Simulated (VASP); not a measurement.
Runs of VASP 6.6.1 on Ti. The structure is that of space group Pm-3m (No. 221), or close to it. The cells are those of the table. 

```tsv
task	cell	cutoff (eV)	gap on the mesh (eV)	pressure (GPa)
relaxation of cell and atoms	relaxed to 350 GPa from a = 1.946 Å, 1 atom	600	none	350.1
relaxation of cell and atoms	relaxed to 350 GPa from a = 1.963 Å, 1 atom	600	none	350.0
single point	a = 1.963 Å, 1 atom	520	none	366.9
single point	a = 1.964 Å, 1 atom	520	none	(a)
```

Alike in all rows: level PBE; potentials or basis VASP PAW PBE potentials, release 64 (Ti_sv); no spin polarisation; k mesh 19 × 19 × 19; smearing fermi-dirac 0.05 eV.

Problem. Estimate the missing entries.

Solution. (a) 365.9.

Caveats: the cell is relaxed towards a set pressure, so the enthalpy falls and the energy may rise (some runs).

A gap of «none» marks levels without a gap at the run's occupations.
